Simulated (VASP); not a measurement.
Crystal: Sn.

```xyz
1
Lattice="-1.9878 1.9878 1.6269 1.9878 -1.9878 1.6269 1.9878 1.9878 -1.6269" Properties=species:S:1:pos:R:3 pbc="T T T"
Sn    0.0000    0.0000    0.0000
```

Base run:

- Program: VASP 6.6.1
- Functional: r2SCAN
- Potentials or basis: VASP PAW PBE potentials, release 64 (Sn_d)
- Cutoff: 520 eV
- k mesh: 10 × 10 × 10
- Occupations: fermi-dirac, width 0.05 eV
- Spin: no spin polarisation

Its results: band gap on the k mesh zero (bands 7 and 8 overlap by 9.93 eV); pressure 3.1 GPa.

Problem. The run is repeated on the same cell with these changes: functional from r2SCAN to LDA; potentials or basis from VASP PAW PBE potentials, release 64 (Sn_d) to VASP PAW LDA potentials, release 64 (Sn_d). What comes out?

Solution. Band gap on the k mesh zero (bands 7 and 8 overlap by 9.27 eV); pressure -0.1 GPa.

Caveats: spin-orbit coupling is left out, which moves the levels of the heavy elements; the cell stands under pressure (at least some runs); the PAW data sets were made with another functional, which shifts forces and pressure a little (at least some runs).
